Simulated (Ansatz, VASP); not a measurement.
Sc in VASP and in Ansatz

The input INCAR:

```
ALGO = Fast
EDIFF = 1E-7
ENCUT = 520
GGA = PS
ISIF = 2
ISMEAR = 0
LASPH = True
LCHARG = False
LREAL = False
LWAVE = False
NBANDS = 18
NELM = 100
PREC = Accurate
SIGMA = 0.15
```

The input KPOINTS:

```
k-points
0
Gamma
  18 18 10
```

The input POSCAR:

```
Sc
1.0
    3.3584298657      0.0000000000      0.0000000000
   -1.6792149328      2.9084855806      0.0000000000
    0.0000000000      0.0000000000      5.1889800000
Sc
2
Direct
    0.3333333333      0.6666666667      0.2500000000
    0.6666666667      0.3333333333      0.7500000000
```

Input for Ansatz:

```yaml
crystal:
  lattice:
    - [3.3584298657, 0.0, 0.0]
    - [-1.6792149328, 2.9084855806, 0.0]
    - [0.0, 0.0, 5.18898]
  atoms:
    - { symbol: Sc, position: [0.3333333333, 0.6666666667, 0.25] }
    - { symbol: Sc, position: [0.6666666667, 0.3333333333, 0.75] }
basis:
  ecutwfc: 420
kpoints:
  mp_grid: { grid: [18, 18, 10] }
hamiltonian:
  xc: pbesol
scf:
  occupations: { method: gaussian, width: 0.15 }
output:
  forces: true
  stress: true
  eigenvalues: true
```

Change from the starting cell: strain +0.015 along x and y, -0.015 along z, atoms carried along.

Alike in both runs: task single point; functional PBEsol; k mesh 18 × 18 × 10; occupations gaussian, width 0.15 eV; no spin polarisation.

|  | VASP | Ansatz |
| --- | --- | --- |
| version | VASP 6.6.1 | Ansatz 0.2.0 |
| potentials or method | VASP PAW PBE potentials, release 64 (Sc_sv), cutoff 520 eV | scalar-relativistic, plane waves, PAW |
| valence electrons in the cell | 22 | 22 |

```tsv
	VASP	Ansatz	Ansatz less VASP
gap on the k mesh at the Fermi level (eV)	none	none	-
pressure (GPa)	-3.5	-3.5	0.00
traceless stress, the component that is largest in VASP (GPa)	0.35	0.35	0.000
```

VASP's potentials were made for PBE, not for PBEsol. A gap of «none» marks a metal or a gap that the smearing closes. The functional is the same, so the differences come from potentials, cutoffs and numerics.
